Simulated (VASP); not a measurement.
# AlRu (Pm-3m) in VASP: further runs

The runs below take AlRu through single point, with PBE.

All numbers are computed with VASP 6.6.1; they aren't measurements. Logs are shortened: lines on timing, memory, paths and dates and some standing lists are left out, and cuts for length are marked.

### 1 The cell of the first run

It takes space group Pm-3m (No. 221, cubic). The conventional cell has a = 2.902 Å, b = 2.902 Å, c = 2.902 Å, α = 90.00°, β = 90.00°, γ = 90.00°. Al (site symmetry m-3m) has 8 Ru at 2.51 Å and 6 Al at 2.90 Å within 3.3 Å. Within 3.3 Å of Ru (site symmetry m-3m) lie 8 Al at 2.51 Å and 6 Ru at 2.90 Å.

### 2 Single point, PBE (strain -0.030 along x and y, -0.030 along z)

INCAR

```
PREC = Accurate
ENCUT = 520
EDIFF = 1E-6
ISMEAR = 0
SIGMA = 0.15
LREAL = False
LASPH = True
NELM = 80
ALGO = Normal
ISIF = 2
LWAVE = False
LCHARG = False
GGA = PE
NBANDS = 16
```

KPOINTS

```
Automatic mesh
0
Gamma
  16 16 16
```

POSCAR

```
AlRu
1.0
    2.9018520000      0.0000000000      0.0000000000
    0.0000000000      2.9018520000      0.0000000000
    0.0000000000      0.0000000000      2.9018520000
Al Ru
1 1
Direct
    0.0000000000      0.0000000000      0.0000000000
    0.5000000000      0.5000000000      0.5000000000
```

Potentials or basis: VASP PAW PBE potentials, release 64 (Al, Ru_pv).

The run is started by

```bash
$ cat potpaw_PBE.64/Al/POTCAR potpaw_PBE.64/Ru_pv/POTCAR > POTCAR
$ mpirun -np 1 vasp_std > vasp.out
```

OUTCAR:

```text
PREC = Accurate
   ENCUT = 520
   EDIFF = 1E-6
   ISMEAR = 0
   LREAL = False
   LASPH = True
   NELM = 80
   ISIF = 2
   GGA = PE

 ion  position               nearest neighbor table
   1  0.000  0.000  0.000-   2 2.51   2 2.51   2 2.51   2 2.51   2 2.51   2 2.51   2 2.51   2 2.51

   2  0.500  0.500  0.500-   1 2.51   1 2.51   1 2.51   1 2.51   1 2.51   1 2.51   1 2.51   1 2.51

  LATTYP: Found a simple cubic cell.
 ALAT       =     2.9018520000

  Lattice vectors:

 A1 = (   2.9018520000,   0.0000000000,   0.0000000000)
 A2 = (   0.0000000000,   2.9018520000,   0.0000000000)
 A3 = (   0.0000000000,   0.0000000000,   2.9018520000)

Analysis of symmetry for initial positions (statically):
=====================================================================
 Subroutine PRICEL returns:
 Original cell was already a primitive cell.

 Routine SETGRP: Setting up the symmetry group for a
 simple cubic supercell.

 Subroutine GETGRP returns: Found 48 space group operations
 (whereof 48 operations were pure point group operations)
 out of a pool of 48 trial point group operations.

The static configuration has the point symmetry O_h .

Analysis of symmetry for dynamics (positions and initial velocities):
=====================================================================
 Subroutine PRICEL returns:
 Original cell was already a primitive cell.

 Routine SETGRP: Setting up the symmetry group for a
 simple cubic supercell.

 Subroutine GETGRP returns: Found 48 space group operations
 (whereof 48 operations were pure point group operations)
 out of a pool of 48 trial point group operations.

The dynamic configuration has the point symmetry O_h .

 Subroutine INISYM returns: Found 48 space group operations
 (whereof 48 operations are pure point group operations),
 and found     1 'primitive' translations

----------------------------------------------------------------------------------------

                                     Primitive cell

  volume of cell :      24.4358

  direct lattice vectors                    reciprocal lattice vectors
     2.901852000  0.000000000  0.000000000     0.344607513  0.000000000  0.000000000
     0.000000000  2.901852000  0.000000000     0.000000000  0.344607513  0.000000000
     0.000000000  0.000000000  2.901852000     0.000000000  0.000000000  0.344607513

  length of vectors
     2.901852000  2.901852000  2.901852000     0.344607513  0.344607513  0.344607513

  position of ions in fractional coordinates (direct lattice)
     0.000000000  0.000000000  0.000000000
     0.500000000  0.500000000  0.500000000

  ion indices of the primitive-cell ions
   primitive index   ion index
                 1           1
                 2           2

----------------------------------------------------------------------------------------

 KPOINTS: Automatic mesh

Automatic generation of k-mesh.
 Grid dimensions read from file:
 generate k-points for:   16   16   16

 Generating k-lattice:

  Cartesian coordinates                     Fractional coordinates (reciprocal lattice)
     0.021537970  0.000000000  0.000000000     0.062500000  0.000000000  0.000000000
     0.000000000  0.021537970  0.000000000     0.000000000  0.062500000  0.000000000
     0.000000000  0.000000000  0.021537970     0.000000000  0.000000000  0.062500000

  Length of vectors
     0.021537970  0.021537970  0.021537970

  Shift w.r.t. Gamma in fractional coordinates (k-lattice)
     0.000000000  0.000000000  0.000000000

 Subroutine IBZKPT returns following result:
 ===========================================

 Found    165 irreducible k-points:

 Following reciprocal coordinates:
            Coordinates               Weight
  0.000000  0.000000  0.000000      1.000000
  0.062500  0.000000  0.000000      6.000000
  0.125000  0.000000  0.000000      6.000000
  0.187500  0.000000  0.000000      6.000000
  0.250000  0.000000  0.000000      6.000000
  0.312500  0.000000  0.000000      6.000000
[... 16 lines left out ...]
  0.437500  0.125000  0.000000     24.000000
  0.500000  0.125000  0.000000     12.000000
 [... further k-points ...]
   k-points           NKPTS =    165   k-points in BZ     NKDIM =    165   number of bands    NBANDS=     16
   number of dos      NEDOS =    301   number of ions     NIONS =      2
   total plane-waves  NPLWV =  13824
   dimension x,y,z NGX =    24 NGY =   24 NGZ =   24
   dimension x,y,z NGXF=    48 NGYF=   48 NGZF=   48
   ions per type =               1   1
   NGX,Y,Z   is equivalent  to a cutoff of  13.75, 13.75, 13.75 a.u.
   NGXF,Y,Z  is equivalent  to a cutoff of  27.50, 27.50, 27.50 a.u.
 SYSTEM =  unknown system
   PREC   = accura    normal or accurate (medium, high low for compatibility)
   ISTART =      0    job   : 0-new  1-cont  2-samecut
   ICHARG =      2    charge: 1-file 2-atom 10-const
   ISPIN  =      1    spin polarized calculation?
   LNONCOLLINEAR =      F non collinear calculations
   LSORBIT =      F    spin-orbit coupling
   LASPH  =      T    aspherical Exc in radial PAW
   ENCUT  =  520.0 eV  38.22 Ry    6.18 a.u.   5.40  5.40  5.40*2*pi/ulx,y,z
   NELM   =     80;   NELMIN=  2; NELMDL= -5     # of ELM steps
   EDIFF  = 0.1E-05   stopping-criterion for ELM
   LREAL  =      F    real-space projection
   EDIFFG = 0.1E-04   stopping-criterion for IOM
   NSW    =      0    number of steps for IOM
   IBRION =     -1    ionic relax: 0-MD 1-quasi-New 2-CG
   NFREE  =      0    steps in history (QN), initial steepest desc. (CG)
   ISIF   =      2    stress and relaxation
   ISYM   =      2    0-nonsym 1-usesym 2-fastsym
   POTIM  = 0.5000    time-step for ionic-motion
   TEBEG  =    0.0;   TEEND  =   0.0 temperature during run
   PSTRESS=    0.0 pullay stress
   NELECT =      17.0000    total number of electrons
   NUPDOWN=      -1.0000    fix difference up-down
   EMIN   =  10.00;   EMAX   =-10.00  energy-range for DOS
   EFERMI =   0.00;   METHOD = LEGACY
   ISMEAR =     0;   SIGMA  =   0.15  broadening in eV -4-tet -1-fermi 0-gaus
   EFERMI_NEDOS =   21; number of points for ismear=-14 and -15
   IALGO  =     38    algorithm
   IMIX   =      4    mixing-type and parameters
     AMIX     =   0.40;   BMIX     =  1.00
     AMIX_MAG =   1.60;   BMIX_MAG =  1.00
  volume/ion in A,a.u.               =      12.22        82.45
  Fermi-wavevector in a.u.,A,eV,Ry     =   1.450605  2.741246 28.630131  2.104255
  Thomas-Fermi vector in A             =   2.568198
   LORBIT       =      0    0 simple, 1 ext, 2 COOP (PROOUT), +10 PAW based schemes
   GGA     = PE    functional components
   LHFCALC =     F    Hartree Fock is set to
   AEXX    =    0.0000 exact exchange contribution
   IVDW    =     0    specifies the selected vdW correction
   LEPSILON=     F    determine dielectric tensor
   LRPA    =     F    only Hartree local field effects (RPA)
 non-spin polarized calculation
 Gauss-broadening in eV      SIGMA  =   0.15
  energy-cutoff  :      520.00
  volume of cell :       24.44
 maximum number of plane-waves:       691
 NGX is ok and might be reduce to    24
   NGX = 11   NGY = 11   NGZ = 11

 number of electron      17.0000002 magnetization

 Free energy of the ion-electron system (eV)
  ---------------------------------------------------
  ext. energy  EPLUGINS =         0.00000000
  ---------------------------------------------------
  free energy    TOTEN  =       -14.06419833 eV

  energy without entropy =      -14.04722916  energy(sigma->0) =      -14.05571374

 E-fermi :  12.0839     XC(G=0): -13.0419

 val. band max:       12.0760943006   @ k =   0.3750   0.1250   0.0625
 cond. band min:      12.0923240931   @ k =   0.0625   0.0625   0.0625
 fundamental gap:      0.0162297924
 Fermi energy:        12.0838908714

 k-point     1 :       0.0000    0.0000    0.0000
  band No.  band energies     occupation
      1     -29.7294      2.00000
      2     -29.7294      2.00000
      3     -29.7294      2.00000
      4       1.8453      2.00000
      5       7.9676      2.00000
      6       7.9676      2.00000
[... 8 lines left out ...]
     15      24.1852      0.00000
     16      28.9864      0.00000

 k-point     2 :       0.0625    0.0000    0.0000
  band No.  band energies     occupation
      1     -29.7408      2.00000
      2     -29.7285      2.00000
      3     -29.7285      2.00000
      4       1.9270      2.00000
      5       7.9976      2.00000
      6       8.0025      2.00000
[... 8 lines left out ...]
     15      24.1855      0.00000
     16      29.2187      0.00000

 k-point     3 :       0.1250    0.0000    0.0000
  band No.  band energies     occupation
      1     -29.7732      2.00000
      2     -29.7257      2.00000
      3     -29.7257      2.00000
      4       2.1686      2.00000
      5       8.0846      2.00000
      6       8.0907      2.00000
[... 8 lines left out ...]
     15      24.5913      0.00000
     16      29.9360      0.00000

 k-point     4 :       0.1875    0.0000    0.0000
  band No.  band energies     occupation
      1     -29.8215      2.00000
      2     -29.7216      2.00000
      3     -29.7216      2.00000
      4       2.5599      2.00000
      5       8.1800      2.00000
      6       8.2199      2.00000
[... 8 lines left out ...]
     15      25.2222      0.00000
     16      30.5907      0.00000

 k-point     5 :       0.2500    0.0000    0.0000
  band No.  band energies     occupation
      1     -29.8781      2.00000
      2     -29.7168      2.00000
      3     -29.7168      2.00000
      4       3.0850      2.00000
      5       8.1814      2.00000
      6       8.3881      2.00000
[... 8 lines left out ...]
     15      25.6858      0.00000
     16      29.5084      0.00000

 k-point     6 :       0.3125    0.0000    0.0000
  band No.  band energies     occupation
      1     -29.9342      2.00000
      2     -29.7119      2.00000
      3     -29.7119      2.00000
      4       3.7232      2.00000
      5       7.9915      2.00000
      6       8.5673      2.00000
[... 8 lines left out ...]
     15      25.9830      0.00000
     16      28.4004      0.00000

 k-point     7 :       0.3750    0.0000    0.0000
  band No.  band energies     occupation
      1     -29.9814      2.00000
      2     -29.7078      2.00000
      3     -29.7078      2.00000
      4       4.4471      2.00000
      5       7.5584      2.00000
      6       8.7290      2.00000
[... 8 lines left out ...]
     15      26.1280      0.00000
     16      27.3431      0.00000

 k-point     8 :       0.4375    0.0000    0.0000
  band No.  band energies     occupation
      1     -30.0128      2.00000
      2     -29.7050      2.00000
      3     -29.7050      2.00000
      4       5.2118      2.00000
      5       6.9344      2.00000
      6       8.8429      2.00000
[... 8 lines left out ...]
     15      26.1537      0.00000
     16      26.4436      0.00000

 k-point     9 :       0.5000    0.0000    0.0000
  band No.  band energies     occupation
      1     -30.0238      2.00000
      2     -29.7041      2.00000
      3     -29.7041      2.00000
      4       5.7633      2.00000
      5       6.4219      2.00000
      6       8.8841      2.00000
[... 8 lines left out ...]
     15      26.0198      0.00000
     16      26.0198      0.00000
[... 172 lines left out ...]
 k-point    19 :       0.1875    0.1250    0.0000
  band No.  band energies     occupation
      1     -29.8173      2.00000
      2     -29.7647      2.00000
      3     -29.7178      2.00000
      4       2.8635      2.00000
      5       8.2740      2.00000
      6       8.3871      2.00000
[... 8 lines left out ...]
     15      25.8112      0.00000
     16      29.7019      0.00000

 k-point    20 :       0.2500    0.1250    0.0000
  band No.  band energies     occupation
      1     -29.8734      2.00000
      2     -29.7595      2.00000
      3     -29.7130      2.00000
      4       3.3718      2.00000
      5       8.2757      2.00000
      6       8.5471      2.00000
[... 8 lines left out ...]
     15      26.5625      0.00000
     16      28.5229      0.00000

 k-point    21 :       0.3125    0.1250    0.0000
  band No.  band energies     occupation
      1     -29.9291      2.00000
      2     -29.7542      2.00000
      3     -29.7081      2.00000
      4       3.9870      2.00000
      5       8.0538      2.00000
      6       8.7237      2.00000
[... 8 lines left out ...]
     15      27.0991      0.00000
     16      27.3761      0.00000

 k-point    22 :       0.3750    0.1250    0.0000
  band No.  band energies     occupation
      1     -29.9760      2.00000
      2     -29.7498      2.00000
      3     -29.7040      2.00000
      4       4.6840      2.00000
      5       7.5851      2.00000
      6       8.8947      2.00000
[... 8 lines left out ...]
     15      26.0418      0.00000
     16      27.1076      0.00000

 k-point    23 :       0.4375    0.1250    0.0000
  band No.  band energies     occupation
      1     -30.0071      2.00000
      2     -29.7468      2.00000
      3     -29.7012      2.00000
      4       5.4320      2.00000
      5       6.9450      2.00000
      6       9.0251      2.00000
[... 8 lines left out ...]
     15      25.0321      0.00000
     16      26.1459      0.00000

 k-point    24 :       0.5000    0.1250    0.0000
  band No.  band energies     occupation
      1     -30.0180      2.00000
      2     -29.7458      2.00000
      3     -29.7003      2.00000
      4       6.1141      2.00000
      5       6.2938      2.00000
      6       9.0754      2.00000
[... 8 lines left out ...]
     15      24.5701      0.00000
     16      25.5753      0.00000

 [... further k-points ...]
[... 5 lines left out ...]
  --------------------------------------------------------------------------------------
  -------------------------------------------------------------------------------------
  Total        4.0538234      4.0538234      4.0538234      0.0000000     -0.0000000      0.0000000
  in kB      265.7967263    265.7967263    265.7967263      0.0000000     -0.0000000      0.0000000
  external PRESSURE =     265.7967263 kB  Pullay stress =       0.0000000 kB

 VOLUME and BASIS-vectors are now :
 -----------------------------------------------------------------------------
  energy-cutoff  :      520.00
  volume of cell :       24.44
      direct lattice vectors                 reciprocal lattice vectors
     2.901852000  0.000000000  0.000000000     0.344607513  0.000000000  0.000000000
     0.000000000  2.901852000  0.000000000     0.000000000  0.344607513  0.000000000
     0.000000000  0.000000000  2.901852000     0.000000000  0.000000000  0.344607513

 POSITION                                       TOTAL-FORCE (eV/Angst)
 -----------------------------------------------------------------------------------
      0.00000      0.00000      0.00000         0.000000      0.000000      0.000000
      1.45093      1.45093      1.45093         0.000000      0.000000      0.000000
 -----------------------------------------------------------------------------------
    total drift:                                0.000000     -0.000000     -0.000000

  FREE ENERGIE OF THE ION-ELECTRON SYSTEM (eV)
  ---------------------------------------------------
  free  energy   TOTEN  =       -14.0641983278 eV

  energy  without entropy=      -14.0472291573  energy(sigma->0) =      -14.05571374
```

Run time: 14 s. Hardware: 1 thread of Intel Xeon 6975P-C (Granite Rapids), shared host; peak memory 0.18 GiB.

Results:

```yaml
Free_energy: -14.0642 eV
Pressure: 26.6 GPa
```

Levels at points of the mesh, in eV from the Fermi level:
```csv
k point,band 5,band 6,band 7,band 8,band 9,band 10,band 11,band 12,band 13,band 14
"(0.00, 0.00, 0.00)",-4.12,-4.12,0.19,0.19,0.19,6.52,6.52,6.52,11.51,11.51
"(0.50, 0.00, 0.00)",-5.66,-3.20,-1.83,-1.83,0.49,2.63,7.35,11.49,11.49,12.10
"(0.50, 0.50, 0.00)",-3.47,-1.44,-1.44,-1.37,-1.37,1.76,5.93,7.20,11.32,12.10
"(0.50, 0.50, 0.50)",-5.20,-5.20,1.87,1.87,3.13,4.35,4.35,4.35,9.41,9.41
```

Caveat: the cell differs from its parent crystal (strain -0.030 along x and y, -0.030 along z).

### 3 Single point, PBE (strain -0.015 along x and y, -0.015 along z)

INCAR

```
PREC     = Accurate       # precision mode
ENCUT    = 520            # plane-wave cutoff, eV
EDIFF    = 1E-6           # SCF threshold, eV
ISMEAR   = 0              # smearing method
SIGMA    = 0.15           # smearing width, eV
LREAL    = False          # projectors in reciprocal space
LASPH    = True           # aspherical terms in the spheres
NELM     = 80             # most SCF steps
ALGO     = Normal         # electronic algorithm
ISIF     = 2              # what is computed and relaxed
LWAVE    = False          # write WAVECAR
LCHARG   = False          # write CHGCAR
GGA      = PE             # functional
NBANDS   = 16             # bands
```

KPOINTS is that of step 2.

POSCAR

```
AlRu
1.0
    2.9467260000      0.0000000000      0.0000000000
    0.0000000000      2.9467260000      0.0000000000
    0.0000000000      0.0000000000      2.9467260000
Al Ru
1 1
Direct
    0.0000000000      0.0000000000      0.0000000000
    0.5000000000      0.5000000000      0.5000000000
```

Potentials or basis: VASP PAW PBE potentials, release 64 (Al, Ru_pv).

The run is started by

```bash
$ cat potpaw_PBE.64/Al/POTCAR potpaw_PBE.64/Ru_pv/POTCAR > POTCAR
$ mpirun -np 1 vasp_std > vasp.out
```

It took 15 s on 1 thread of Intel Xeon 6975P-C (Granite Rapids), shared host; peak memory 0.19 GiB.

It converged, with:

| Item | Value |
| --- | --- |
| Free energy | -14.2064 eV |
| Pressure | 13.4 GPa |

Levels at points of the mesh, in eV from the Fermi level:
```tsv
k point	band 7	band 8	band 9	band 10	band 11	band 12
(0.00, 0.00, 0.00)	0.18	0.18	0.18	6.29	6.29	6.29
(0.50, 0.00, 0.00)	-1.72	-1.72	0.45	2.45	7.40	11.25
(0.50, 0.50, 0.00)	-1.41	-1.27	-1.27	1.63	5.61	6.69
(0.50, 0.50, 0.50)	1.73	1.73	2.84	4.23	4.23	4.23
```

Caveat: the cell differs from its parent crystal (strain -0.015 along x and y, -0.015 along z).
